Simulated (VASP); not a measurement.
# AlRu (Pm-3m) in VASP: further runs, part 2 of 2

VASP 6.6.1.

### 3 Single point, r2SCAN

POSCAR reads:

```
AlRu
1.0
    2.9826244060      0.0000000000      0.0000000000
    0.0000000000      2.9826244060      0.0000000000
    0.0000000000      0.0000000000      2.9826244060
Al Ru
1 1
Direct
    0.0000000000      0.0000000000      0.0000000000
    0.5000000000      0.5000000000      0.5000000000
```

INCAR.step1 reads:

```
  PREC = Accurate
  ENCUT = 520
  ISMEAR = 0
  SIGMA = 0.1
  LREAL = F
  LASPH = T
  NELM = 60
  NBANDS = 16
  GGA = PE
  ALGO = Normal
  EDIFF = 1E-4
  LWAVE = T
  LCHARG = F
```

INCAR.step2 reads:

```
  PREC = Accurate
  ENCUT = 520
  EDIFF = 1E-6
  ISMEAR = 0
  SIGMA = 0.1
  LREAL = F
  LASPH = T
  NELM = 60
  ALGO = Normal
  ISIF = 2
  LWAVE = F
  LCHARG = T
  METAGGA = R2SCAN
  LMIXTAU = T
  LELF = T
  LVHAR = T
  NBANDS = 16
  ISTART = 1
```

KPOINTS reads:

```
Automatic mesh
0
Gamma
  14 14 14
```

Potentials or basis: VASP PAW PBE potentials, release 64 (Al, Ru_pv).

Run with:

```
cat potpaw_PBE.64/Al/POTCAR potpaw_PBE.64/Ru_pv/POTCAR > POTCAR
cp INCAR.step1 INCAR
mpirun -np 1 vasp_std > vasp.out
cp INCAR.step2 INCAR
mpirun -np 1 vasp_std > vasp.out
```

OUTCAR:

```text
PREC = Accurate
   ENCUT = 520
   EDIFF = 1E-6
   ISMEAR = 0
   LREAL = F
   LASPH = T
   NELM = 60
   ISIF = 2
   METAGGA = R2SCAN
   ISTART = 1

 ion  position               nearest neighbor table
   1  0.000  0.000  0.000-   2 2.58   2 2.58   2 2.58   2 2.58   2 2.58   2 2.58   2 2.58   2 2.58

   2  0.500  0.500  0.500-   1 2.58   1 2.58   1 2.58   1 2.58   1 2.58   1 2.58   1 2.58   1 2.58

  LATTYP: Found a simple cubic cell.
 ALAT       =     2.9826244060

  Lattice vectors:

 A1 = (   2.9826244060,   0.0000000000,   0.0000000000)
 A2 = (   0.0000000000,   2.9826244060,   0.0000000000)
 A3 = (   0.0000000000,   0.0000000000,   2.9826244060)

Analysis of symmetry for initial positions (statically):
=====================================================================
 Subroutine PRICEL returns:
 Original cell was already a primitive cell.

 Routine SETGRP: Setting up the symmetry group for a
 simple cubic supercell.

 Subroutine GETGRP returns: Found 48 space group operations
 (whereof 48 operations were pure point group operations)
 out of a pool of 48 trial point group operations.

The static configuration has the point symmetry O_h .

Analysis of symmetry for dynamics (positions and initial velocities):
=====================================================================
 Subroutine PRICEL returns:
 Original cell was already a primitive cell.

 Routine SETGRP: Setting up the symmetry group for a
 simple cubic supercell.

 Subroutine GETGRP returns: Found 48 space group operations
 (whereof 48 operations were pure point group operations)
 out of a pool of 48 trial point group operations.

The dynamic configuration has the point symmetry O_h .

 Subroutine INISYM returns: Found 48 space group operations
 (whereof 48 operations are pure point group operations),
 and found     1 'primitive' translations

----------------------------------------------------------------------------------------

[... 111 lines left out ...]
     AMIX     =   0.40;   BMIX     =  1.00
     AMIX_MAG =   1.60;   BMIX_MAG =  1.00
  volume/ion in A,a.u.               =      13.27        89.53
  Fermi-wavevector in a.u.,A,eV,Ry     =   1.411321  2.667011 27.100464  1.991828
  Thomas-Fermi vector in A             =   2.533185
   LORBIT       =      0    0 simple, 1 ext, 2 COOP (PROOUT), +10 PAW based schemes
   METAGGA = R2SCAN    functional components
   LHFCALC =     F    Hartree Fock is set to
   AEXX    =    0.0000 exact exchange contribution
   IVDW    =     0    specifies the selected vdW correction
   LEPSILON=     F    determine dielectric tensor
   LRPA    =     F    only Hartree local field effects (RPA)
 non-spin polarized calculation
 Gauss-broadening in eV      SIGMA  =   0.10
  energy-cutoff  :      520.00
  volume of cell :       26.53
 maximum number of plane-waves:       739
 NGX is ok and might be reduce to    24
   NGX = 11   NGY = 11   NGZ = 11

 number of electron      16.9999996 magnetization

 Free energy of the ion-electron system (eV)
  ---------------------------------------------------
  ext. energy  EPLUGINS =         0.00000000
  ---------------------------------------------------
  free energy    TOTEN  =       -33.60853133 eV

  energy without entropy =      -33.59894003  energy(sigma->0) =      -33.60373568

 E-fermi :  10.6982     XC(G=0): -13.6662

 val. band max:       10.6979491794   @ k =   0.5000   0.3571   0.2857
 cond. band min:      10.7180047738   @ k =   0.0714   0.0714   0.0000
 fundamental gap:      0.0200555944
 Fermi energy:        10.6981611712

 k-point     1 :       0.0000    0.0000    0.0000
  band No.  band energies     occupation
      1     -32.3782      2.00000
      2     -32.3782      2.00000
      3     -32.3782      2.00000
      4       0.4685      2.00000
      5       6.9650      2.00000
      6       6.9650      2.00000
[... 433 lines left out ...]
      3     -32.3531      2.00000
      4       3.5083      2.00000
      5       6.5529      2.00000
      6       8.0509      2.00000
[... 8 lines left out ...]
     15      24.1829      0.00000
     16      25.9908      0.00000

 [... further k-points ...]

------------------------ aborting loop because EDIFF is reached ----------------------------------------

  FORCE on cell =-STRESS in cart. coord.  units (eV):
  Direction    XX          YY          ZZ          XY          YZ          ZX
  --------------------------------------------------------------------------------------
  -------------------------------------------------------------------------------------
  Total        0.0203883      0.0203883      0.0203883      0.0000000      0.0000000     -0.0000000
  in kB        1.2311089      1.2311089      1.2311089      0.0000000      0.0000000     -0.0000000
  external PRESSURE =       1.2311089 kB  Pullay stress =       0.0000000 kB

 VOLUME and BASIS-vectors are now :
 -----------------------------------------------------------------------------
  energy-cutoff  :      520.00
  volume of cell :       26.53
      direct lattice vectors                 reciprocal lattice vectors
     2.982624406  0.000000000  0.000000000     0.335275202  0.000000000  0.000000000
     0.000000000  2.982624406  0.000000000     0.000000000  0.335275202  0.000000000
     0.000000000  0.000000000  2.982624406     0.000000000  0.000000000  0.335275202

 POSITION                                       TOTAL-FORCE (eV/Angst)
 -----------------------------------------------------------------------------------
      0.00000      0.00000      0.00000         0.000000      0.000000      0.000000
      1.49131      1.49131      1.49131         0.000000      0.000000      0.000000
 -----------------------------------------------------------------------------------
    total drift:                                0.000000     -0.000000     -0.000000

  FREE ENERGIE OF THE ION-ELECTRON SYSTEM (eV)
  ---------------------------------------------------
  free  energy   TOTEN  =       -33.6085313306 eV

  energy  without entropy=      -33.5989400341  energy(sigma->0) =      -33.60373568
```

OSZICAR.step1:

```text
N       E                     dE             d eps       ncg     rms          rms(c)
DAV:   1     0.114780415596E+03    0.11478E+03   -0.91955E+03  3936   0.989E+02
DAV:   2    -0.130183073225E+02   -0.12780E+03   -0.12142E+03  4568   0.292E+02
DAV:   3    -0.149140229303E+02   -0.18957E+01   -0.18911E+01  4944   0.370E+01
DAV:   4    -0.149273523013E+02   -0.13329E-01   -0.13316E-01  4728   0.331E+00
DAV:   5    -0.149275464661E+02   -0.19416E-03   -0.19401E-03  4688   0.388E-01    0.125E+01
DAV:   6    -0.143380193433E+02    0.58953E+00   -0.22924E+00  4176   0.165E+01    0.240E+00
DAV:   7    -0.142653886033E+02    0.72631E-01   -0.18088E-01  4064   0.480E+00    0.212E+00
DAV:   8    -0.142501624591E+02    0.15226E-01   -0.16982E-02  4544   0.105E+00    0.194E-01
DAV:   9    -0.142499989601E+02    0.16350E-03   -0.28183E-04  4712   0.142E-01    0.128E-01
DAV:  10    -0.142499937765E+02    0.51836E-05   -0.21571E-05  2336   0.540E-02
   1 F= -.14249994E+02 E0= -.14245218E+02  d E =-.955192E-02
```

Run time: 2.6 min. Hardware: 1 thread of Intel Xeon 8259CL, shared host; peak memory 0.18 GiB.

What came out:

- Free energy: -33.6085 eV
- Pressure: 0.1 GPa
- Band gap on the k mesh: zero (an odd number of electrons rules out a gap without spin polarisation)

Caveat: the PAW data sets were made with another functional, which shifts forces and pressure a little.

### 4 Relaxation of cell and atoms, r2SCAN

This run uses another cell than the first one, of 13.39 Å³/atom.

POSCAR reads:

```
AlRu
1.0
    2.9916000000      0.0000000000      0.0000000000
    0.0000000000      2.9916000000      0.0000000000
    0.0000000000      0.0000000000      2.9916000000
Al Ru
1 1
Direct
    0.0000000000      0.0000000000      0.0000000000
    0.5000000000      0.5000000000      0.5000000000
```

INCAR.step1 reads:

```
SYSTEM = AlRu
ALGO = Normal ; EDIFF = 1E-4
ENCUT = 600 ; GGA = PE
ISMEAR = 0 ; LASPH = .TRUE.
LCHARG = .FALSE. ; LREAL = .FALSE.
LWAVE = .TRUE. ; NELM = 80
PREC = Accurate ; SIGMA = 0.1
```

INCAR.step2 reads:

```
SYSTEM = AlRu
ALGO = Normal ; EDIFF = 1E-6
EDIFFG = -0.005 ; ENCUT = 600
IBRION = 2 ; ISIF = 3
ISMEAR = 0 ; ISTART = 1
LASPH = .TRUE. ; LCHARG = .FALSE.
LMIXTAU = .TRUE. ; LREAL = .FALSE.
LWAVE = .FALSE. ; METAGGA = R2SCAN
NELM = 80 ; NSW = 100
PREC = Accurate ; SIGMA = 0.1
```

KPOINTS reads:

```
k-points
0
G
  14 14 14
  0 0 0
```

Run with:

```
cat potpaw_PBE.64/Al/POTCAR potpaw_PBE.64/Ru_pv/POTCAR > POTCAR
cp INCAR.step1 INCAR
mpirun -np 1 vasp_std > vasp.out
cp INCAR.step2 INCAR
mpirun -np 1 vasp_std > vasp.out
```

It took 5.2 min on 1 thread of Intel Xeon 8259CL, shared host; peak memory 0.19 GiB.

Results (log left out):

```yaml
Free_energy: -33.6069 eV
Relaxed_volume: 13.28 Å³/atom
Relaxed_cell: a = 2.983 Å, b = 2.983 Å, c = 2.983 Å, α = 90.00°, β = 90.00°, γ = 90.00°
Space_group_after_relaxing_to_0.1_Å: Pm-3m (No. 221)
Energy_gained_by_relaxing: 0.6 meV/atom
Ionic_steps: 3
Pressure_after_relaxing: 0.0 GPa
Band_gap_on_the_k_mesh: zero (an odd number of electrons rules out a gap without spin polarisation)
```

The path:
```
step  energy change (eV)  largest force (eV/Å)  pressure (GPa)  volume (Å³)
   1              0.0000                0.0000           -1.84        26.77
   2              0.0024                0.0000            3.19        26.18
   3             -0.0013                0.0000           -0.02        26.55
```

Final structure:
```
Al Ru
1.0
     2.98331    0.00000    0.00000
     0.00000    2.98331    0.00000
     0.00000    0.00000    2.98331
Al Ru
1 1
Direct
  0.00000 0.00000 0.00000
  0.50000 0.50000 0.50000
```

Levels at points of the mesh, in eV from the Fermi level:
| k point | band 5 | band 6 | band 7 | band 8 | band 9 | band 10 | band 11 | band 12 |
| --- | --- | --- | --- | --- | --- | --- | --- | --- |
| (0.00, 0.00, 0.00) | -3.73 | -3.73 | 0.17 | 0.17 | 0.17 | 6.55 | 6.55 | 6.55 |
| (0.50, 0.00, 0.00) | -5.71 | -2.84 | -1.71 | -1.71 | 0.44 | 2.54 | 7.73 | 11.65 |
| (0.50, 0.50, 0.00) | -3.18 | -1.49 | -1.49 | -1.26 | -1.26 | 1.74 | 5.71 | 6.84 |
| (0.50, 0.50, 0.50) | -4.97 | -4.97 | 1.84 | 1.84 | 3.25 | 4.34 | 4.34 | 4.34 |

Caveat: the PAW data sets were made with another functional, which shifts forces and pressure a little.

### 5 Overview

| task | cell | k mesh | cutoff (eV) | gap on the mesh (eV) | pressure (GPa) |
| --- | --- | --- | --- | --- | --- |
| single point | a = 2.983 Å, 2 atoms | 12 × 12 × 12 | 520 | none | -0.1 |
| single point | a = 2.983 Å, 2 atoms | 14 × 14 × 14 | 520 | none | 0.1 |
| relaxation of cell and atoms | relaxed from a = 2.992 Å, 2 atoms | 14 × 14 × 14 | 600 | none | 0.0 |

Alike in all rows: level r2SCAN; potentials or basis VASP PAW PBE potentials, release 64 (Al, Ru_pv); no spin polarisation; smearing gaussian 0.1 eV.

Caveats: the PAW data sets were made with another functional, which shifts forces and pressure a little.

Total energies depend on the potentials used, so only differences within one code and one set of settings carry meaning.
